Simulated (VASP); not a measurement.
**LiBe3: single point with PBE**

The system is LiBe3.

```
Li Be
1.0
     4.77242    0.00000    0.00000
    -2.38621    4.13304    0.00000
     0.00000    0.00000    3.74280
Li Be
2 6
Cartesian
  0.0000 2.7554 0.9357
  2.3862 1.3777 2.8071
  2.3862 2.8302 0.9357
  -1.2579 3.4816 2.8071
  1.1283 0.6514 0.9357
  0.0000 1.3028 2.8071
  3.6441 0.6514 0.9357
  1.2579 3.4816 2.8071
```

```yaml
Program: VASP 6.6.1
Task: single point
Functional: PBE
Potentials_or_basis: VASP PAW PBE potentials, release 64 (Li_sv, Be)
Cutoff: 520 eV
k_mesh: 6 × 6 × 4
Occupations: gaussian, width 0.1 eV
Spin: no spin polarisation
```

The largest force is 0.028 eV/Å and the band gap on the k mesh is zero (band 9 reaches 6.57 eV, above the bottom of band 10 at 2.92 eV).

Forces in eV/Å, atoms in the order of the input:
```
Li   0.000  0.000  0.000
Li   0.000  0.000  0.000
Be   0.000 -0.028  0.000
Be   0.024 -0.014  0.000
Be   0.024  0.014  0.000
Be   0.000  0.028  0.000
Be  -0.024  0.014  0.000
Be  -0.024 -0.014  0.000
```

Levels at points of the mesh, in eV from the Fermi level:
```tsv
k point	band 7	band 8	band 9	band 10	band 11	band 12
(0.00, 0.00, 0.00)	-2.49	-1.86	-1.86	-0.27	2.48	3.95
(0.50, 0.00, 0.00)	-1.07	0.34	2.08	2.41	2.48	2.77
(0.00, 0.00, 0.50)	-1.55	-1.55	-1.55	-1.55	2.22	2.22
(0.50, 0.00, 0.50)	-1.97	-1.97	-1.56	-1.56	4.42	4.42
```

Wall time 40 s on 1 thread of Intel(R) Xeon(R) Platinum 8259CL CPU @ 2.50GHz (Skylake/Cascade Lake), with other jobs on the host, peak memory 0.18 GiB.

Caveat: the k points lie up to 0.42 Å⁻¹ apart.
